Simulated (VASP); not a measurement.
# ZrMo2C3 (R3m) in VASP: relaxation of shape and atoms at fixed volume with PBE

Aim: the relaxation of shape and atoms at fixed volume of ZrMo2C3 with PBE.

Program: VASP 6.6.1. These are calculated values, not measurements. Logs are shortened: lines on timing, memory, paths and dates and some standing lists are left out, and cuts for length are marked.

### 1 The cell of the first run

The structure is trigonal, space group R3m (No. 160). The conventional cell has a = 3.120 Å, b = 3.120 Å, c = 24.588 Å, α = 90.00°, β = 90.00°, γ = 120.00°. Within 3.0 Å of Zr (site symmetry 3m) lie 6 C at 2.30 to 2.32 Å. Within 2.9 Å of Mo (site symmetry 3m) lie 6 C at 2.20 to 2.27 Å and 1 Mo at 2.82 Å. Within 2.9 Å of Mo (site symmetry 3m) lie 6 C at 2.18 to 2.31 Å and 1 Mo at 2.82 Å. C (site symmetry 3m) has 3 Mo at 2.20 Å and 3 Zr at 2.32 Å and 1 C at 2.63 Å within 2.9 Å. C (site symmetry 3m) has 3 Mo at 2.18 Å and 3 Zr at 2.30 Å within 2.9 Å. Within 3.0 Å of C (site symmetry 3m) lie 6 Mo at 2.27 to 2.31 Å and 1 C at 2.63 Å.

### 2 Relaxation of shape and atoms at fixed volume, PBE (11.52 Å³/atom)

The input, INCAR:

```
SYSTEM = ZrMo2C3
PREC     = Accurate       ! precision mode
ENCUT    = 600            ! plane-wave cutoff, eV
EDIFF    = 1E-6           ! SCF threshold, eV
ISMEAR   = 0              ! smearing method
SIGMA    = 0.1            ! smearing width, eV
LREAL    = .False.        ! projectors in reciprocal space
LASPH    = .True.         ! aspherical terms in the spheres
NELM     = 100            ! most SCF steps
ALGO     = Normal         ! electronic algorithm
ISIF     = 4              ! what is computed and relaxed
LWAVE    = .False.        ! write WAVECAR
LCHARG   = .False.        ! write CHGCAR
GGA      = PE             ! functional
IBRION   = 2              ! ionic algorithm
NSW      = 50             ! ionic steps
EDIFFG   = -0.01          ! ionic threshold
```

The input, KPOINTS:

```
regular mesh
0
Gamma
  12 12 12
  0 0 0
```

The input, POSCAR:

```
ZrMo2C3
1.0
    1.5602205049      0.9007937285      8.1958900589
   -1.5602205049      0.9007937285      8.1958900589
    0.0000000000     -1.8015874570      8.1958900589
Zr Mo C
1 2 3
Direct
    0.9993698326      0.9993698326      0.9993698326
    0.4433850076      0.4433850076      0.4433850076
    0.5580033918      0.5580033918      0.5580033918
    0.7255816343      0.7255816343      0.7255816343
    0.2744320357      0.2744320357      0.2744320357
    0.8325580981      0.8325580981      0.8325580981
```

Potentials or basis: VASP PAW PBE potentials, release 64 (Zr_sv, Mo_sv, C).

Command:

```console
$ cat potpaw_PBE.64/Zr_sv/POTCAR potpaw_PBE.64/Mo_sv/POTCAR potpaw_PBE.64/C/POTCAR > POTCAR
$ mpirun -np 1 vasp_std > vasp.out
```

OUTCAR:

```text
SYSTEM = ZrMo2C3
   PREC = Accurate
   ENCUT = 600
   EDIFF = 1E-6
   ISMEAR = 0
   LREAL = .False.
   LASPH = .True.
   NELM = 100
   ISIF = 4
   GGA = PE
   IBRION = 2
   NSW = 50
   EDIFFG = -0.01

 ion  position               nearest neighbor table
   1  0.999  0.999  0.999-   5 2.30   5 2.30   5 2.30   4 2.32   4 2.32   4 2.32   3 3.21   3 3.21
                             3 3.21   2 3.26   2 3.26   2 3.26
   2  0.443  0.443  0.443-   4 2.20   4 2.20   4 2.20   6 2.27   6 2.27   6 2.27   3 2.82   1 3.26
                             1 3.26   1 3.26
   3  0.558  0.558  0.558-   5 2.18   5 2.18   5 2.18   6 2.31   6 2.31   6 2.31   2 2.82   1 3.21
                             1 3.21   1 3.21
   4  0.726  0.726  0.726-   2 2.20   2 2.20   2 2.20   1 2.32   1 2.32   1 2.32
   5  0.274  0.274  0.274-   3 2.18   3 2.18   3 2.18   1 2.30   1 2.30   1 2.30
   6  0.833  0.833  0.833-   2 2.27   2 2.27   2 2.27   3 2.31   3 2.31   3 2.31

  LATTYP: Found a trigonal (rhomboedric) cell.
 ALAT       =     8.3915630977
 COS(alpha) =     0.9308620928

  Lattice vectors:

 A1 = (   1.5602205049,   0.9007937285,   8.1958900589)
 A2 = (  -1.5602205049,   0.9007937285,   8.1958900589)
 A3 = (   0.0000000000,  -1.8015874570,   8.1958900589)

Analysis of symmetry for initial positions (statically):
=====================================================================
 Subroutine PRICEL returns:
 Original cell was already a primitive cell.

 Routine SETGRP: Setting up the symmetry group for a
 trigonal (rhombohedral) supercell.

 Subroutine GETGRP returns: Found  6 space group operations
 (whereof  6 operations were pure point group operations)
 out of a pool of 12 trial point group operations.

The static configuration has the point symmetry C_3v.

Analysis of symmetry for dynamics (positions and initial velocities):
=====================================================================
 Subroutine PRICEL returns:
 Original cell was already a primitive cell.

 Routine SETGRP: Setting up the symmetry group for a
 trigonal (rhombohedral) supercell.

 Subroutine GETGRP returns: Found  6 space group operations
 (whereof  6 operations were pure point group operations)
 out of a pool of 12 trial point group operations.

The dynamic configuration has the point symmetry C_3v.

 Subroutine INISYM returns: Found  6 space group operations
 (whereof  6 operations are pure point group operations),
 and found     1 'primitive' translations

----------------------------------------------------------------------------------------

                                     Primitive cell

  volume of cell :      69.1128

  direct lattice vectors                    reciprocal lattice vectors
     1.560220505  0.900793728  8.195890059     0.320467523  0.185022010  0.040670791
    -1.560220505  0.900793728  8.195890059    -0.320467523  0.185022010  0.040670791
     0.000000000 -1.801587457  8.195890059     0.000000000 -0.370044021  0.040670791

  length of vectors
     8.391563098  8.391563098  8.391563098     0.372272334  0.372272334  0.372272334

  position of ions in fractional coordinates (direct lattice)
     0.999369833  0.999369833  0.999369833
     0.443385008  0.443385008  0.443385008
     0.558003392  0.558003392  0.558003392
     0.725581634  0.725581634  0.725581634
     0.274432036  0.274432036  0.274432036
     0.832558098  0.832558098  0.832558098

  ion indices of the primitive-cell ions
   primitive index   ion index
                 1           1
                 2           2
                 3           3
                 4           4
                 5           5
                 6           6

----------------------------------------------------------------------------------------

 KPOINTS: regular mesh

Automatic generation of k-mesh.
 Grid dimensions read from file:
 generate k-points for:   12   12   12

 Generating k-lattice:

  Cartesian coordinates                     Fractional coordinates (reciprocal lattice)
     0.026705627  0.015418501  0.003389233     0.083333333  0.000000000  0.000000000
    -0.026705627  0.015418501  0.003389233     0.000000000  0.083333333  0.000000000
     0.000000000 -0.030837002  0.003389233     0.000000000  0.000000000  0.083333333

  Length of vectors
     0.031022695  0.031022695  0.031022695

  Shift w.r.t. Gamma in fractional coordinates (k-lattice)
     0.000000000  0.000000000  0.000000000

 Subroutine IBZKPT returns following result:
 ===========================================

 Found    189 irreducible k-points:

 Following reciprocal coordinates:
            Coordinates               Weight
  0.000000  0.000000  0.000000      1.000000
  0.083333  0.000000  0.000000      6.000000
  0.166667  0.000000  0.000000      6.000000
  0.250000  0.000000  0.000000      6.000000
  0.333333  0.000000  0.000000      6.000000
  0.416667  0.000000  0.000000      6.000000
[... 16 lines left out ...]
  0.500000  0.166667  0.000000     12.000000
 -0.416667  0.166667  0.000000     12.000000
 [... further k-points ...]
   k-points           NKPTS =    189   k-points in BZ     NKDIM =    189   number of bands    NBANDS=     31
   number of dos      NEDOS =    301   number of ions     NIONS =      6
   total plane-waves  NPLWV = 343000
   dimension x,y,z NGX =    70 NGY =   70 NGZ =   70
   dimension x,y,z NGXF=   140 NGYF=  140 NGZF=  140
   ions per type =               1   2   3
   NGX,Y,Z   is equivalent  to a cutoff of  13.87, 13.87, 13.87 a.u.
   NGXF,Y,Z  is equivalent  to a cutoff of  27.74, 27.74, 27.74 a.u.
 SYSTEM =  ZrMo2C3
   PREC   = accura    normal or accurate (medium, high low for compatibility)
   ISTART =      0    job   : 0-new  1-cont  2-samecut
   ICHARG =      2    charge: 1-file 2-atom 10-const
   ISPIN  =      1    spin polarized calculation?
   LNONCOLLINEAR =      F non collinear calculations
   LSORBIT =      F    spin-orbit coupling
   LASPH  =      T    aspherical Exc in radial PAW
   ENCUT  =  600.0 eV  44.10 Ry    6.64 a.u.  16.76 16.76 16.76*2*pi/ulx,y,z
   NELM   =    100;   NELMIN=  2; NELMDL= -5     # of ELM steps
   EDIFF  = 0.1E-05   stopping-criterion for ELM
   LREAL  =      F    real-space projection
   EDIFFG = -.1E-01   stopping-criterion for IOM
   NSW    =     50    number of steps for IOM
   IBRION =      2    ionic relax: 0-MD 1-quasi-New 2-CG
   NFREE  =      1    steps in history (QN), initial steepest desc. (CG)
   ISIF   =      4    stress and relaxation
   ISYM   =      2    0-nonsym 1-usesym 2-fastsym
   POTIM  = 0.5000    time-step for ionic-motion
   TEBEG  =    0.0;   TEEND  =   0.0 temperature during run
   PSTRESS=    0.0 pullay stress
   NELECT =      52.0000    total number of electrons
   NUPDOWN=      -1.0000    fix difference up-down
   EMIN   =  10.00;   EMAX   =-10.00  energy-range for DOS
   EFERMI =   0.00;   METHOD = LEGACY
   ISMEAR =     0;   SIGMA  =   0.10  broadening in eV -4-tet -1-fermi 0-gaus
   EFERMI_NEDOS =   21; number of points for ismear=-14 and -15
   IALGO  =     38    algorithm
   IMIX   =      4    mixing-type and parameters
     AMIX     =   0.40;   BMIX     =  1.00
     AMIX_MAG =   1.60;   BMIX_MAG =  1.00
  volume/ion in A,a.u.               =      11.52        77.73
  Fermi-wavevector in a.u.,A,eV,Ry     =   1.488983  2.813770 30.165070  2.217070
  Thomas-Fermi vector in A             =   2.601949
   LORBIT       =      0    0 simple, 1 ext, 2 COOP (PROOUT), +10 PAW based schemes
   GGA     = PE    functional components
   LHFCALC =     F    Hartree Fock is set to
   AEXX    =    0.0000 exact exchange contribution
   IVDW    =     0    specifies the selected vdW correction
   LEPSILON=     F    determine dielectric tensor
   LRPA    =     F    only Hartree local field effects (RPA)
 conjugate gradient relaxation of ions
 non-spin polarized calculation
 Gauss-broadening in eV      SIGMA  =   0.10
  energy-cutoff  :      600.00
  volume of cell :       69.11
 maximum number of plane-waves:      2354
 NGX is ok and might be reduce to    70
   NGX = 33   NGY = 33   NGZ = 33

--------------------------------------- Ionic step        1  -------------------------------------------

 number of electron      52.0000000 magnetization

 Free energy of the ion-electron system (eV)
  ---------------------------------------------------
  ext. energy  EPLUGINS =         0.00000000
  ---------------------------------------------------
  free energy    TOTEN  =       -59.73467930 eV

  energy without entropy =      -59.72273597  energy(sigma->0) =      -59.72870763

------------------------ aborting loop because EDIFF is reached ----------------------------------------

  FORCE on cell =-STRESS in cart. coord.  units (eV):
  Direction    XX          YY          ZZ          XY          YZ          ZX
  --------------------------------------------------------------------------------------
  -------------------------------------------------------------------------------------
  Total       -3.3148319     -3.3148319     -3.7070383      0.0000000      0.0000000      0.0000000
  in kB      -76.8446053    -76.8446053    -85.9367539      0.0000000      0.0000000      0.0000000
  external PRESSURE =     -79.8753215 kB  Pullay stress =       0.0000000 kB
[... 225 lines left out ...]
  energy  without entropy=      -59.7229766933  energy(sigma->0) =      -59.72905305

--------------------------------------- Ionic step        7  -------------------------------------------

 number of electron      52.0000000 magnetization

 Free energy of the ion-electron system (eV)
  ---------------------------------------------------
  ext. energy  EPLUGINS =         0.00000000
  ---------------------------------------------------
  free energy    TOTEN  =       -59.73514805 eV

  energy without entropy =      -59.72298218  energy(sigma->0) =      -59.72906511

 E-fermi :  11.0027     XC(G=0): -12.9020

 val. band max:       10.9999020776   @ k =   0.5000   0.3333   0.0833
 cond. band min:      11.0132015129   @ k =  -0.4167   0.5000   0.3333
 fundamental gap:      0.0132994354
 Fermi energy:        11.0026691308

 k-point     1 :       0.0000    0.0000    0.0000
  band No.  band energies     occupation
      1     -50.5396      2.00000
      2     -50.2662      2.00000
      3     -37.5360      2.00000
      4     -24.7138      2.00000
      5     -24.4445      2.00000
      6     -24.4445      2.00000
[... 805 lines left out ...]
     30      13.4914      0.00000
     31      14.0679      0.00000

 [... further k-points ...]
[... 5 lines left out ...]
  --------------------------------------------------------------------------------------
  -------------------------------------------------------------------------------------
  Total       -3.4109246     -3.4109246     -3.4229004      0.0000000      0.0000000      0.0000000
  in kB      -79.0722313    -79.0722313    -79.3498537      0.0000000      0.0000000      0.0000000
  external PRESSURE =     -79.1647721 kB  Pullay stress =       0.0000000 kB
[... 21 lines left out ...]
  FREE ENERGIE OF THE ION-ELECTRON SYSTEM (eV)
  ---------------------------------------------------
  free  energy   TOTEN  =       -59.7351480452 eV

  energy  without entropy=      -59.7229821766  energy(sigma->0) =      -59.72906511

 reached required accuracy - stopping structural energy minimisation
```

Wall time 2.9 h (1 thread of AMD EPYC 7R13 (Zen 3), shared host); peak memory 1.1 GiB.

What came out:

```
Free energy                  : -59.7351 eV
Energy gained by relaxing    : 0.1 meV/atom
Ionic steps                  : 7
Pressure after relaxing      : -7.9 GPa
Largest force after relaxing : 0.004 eV/Å
Band gap on the k mesh       : zero (bands 26 and 27 overlap by 1.02 eV)
```

Forces on the atoms (eV/Å):
```
Zr   0.000  0.000  0.001
Mo   0.000  0.000  0.002
Mo   0.000  0.000 -0.003
C    0.000  0.000  0.003
C    0.000  0.000  0.000
C    0.000  0.000 -0.004
```

The path:
```csv
step,energy change (eV),largest force (eV/Å),pressure (GPa),volume (Å³)
1,0.0000,0.0395,-7.99,69.11
2,-0.0004,0.0112,-7.91,69.11
3,-0.0005,0.0141,-7.91,69.11
4,-0.0005,0.0146,-7.92,69.11
5,-0.0003,0.0242,-7.95,69.11
6,-0.0005,0.0160,-7.91,69.11
7,-0.0005,0.0039,-7.92,69.11
```

Final structure:
```xyz
6
Lattice="1.5614 0.9015 8.1834 -1.5614 0.9015 8.1834 0.0000 -1.8030 8.1834" Properties=species:S:1:pos:R:3 pbc="T T T"
Zr    0.0000    0.0000   24.5343
Mo    0.0000    0.0000   10.8864
Mo    0.0000    0.0000   13.7010
C     0.0000    0.0000   17.8144
C     0.0000    0.0000    6.7354
C     0.0000    0.0000   20.4374
```

Levels at points of the mesh, in eV from the Fermi level:
| k point | band 22 | band 23 | band 24 | band 25 | band 26 | band 27 | band 28 | band 29 | band 30 | band 31 |
| --- | --- | --- | --- | --- | --- | --- | --- | --- | --- | --- |
| (0.00, 0.00, 0.00) | -1.97 | -1.97 | -1.89 | -0.60 | -0.60 | 0.37 | 1.11 | 1.11 | 2.15 | 2.27 |
| (0.50, 0.00, 0.00) | -3.08 | -2.55 | -1.76 | -1.43 | -0.53 | 1.60 | 1.91 | 2.07 | 2.45 | 2.75 |
| (0.50, 0.50, 0.00) | -3.54 | -3.19 | -1.63 | -0.82 | 0.18 | 1.13 | 1.58 | 2.14 | 2.35 | 2.59 |
| (0.50, 0.50, 0.50) | -2.24 | -1.50 | -1.50 | -0.32 | -0.32 | 0.36 | 0.36 | 0.70 | 1.32 | 2.61 |
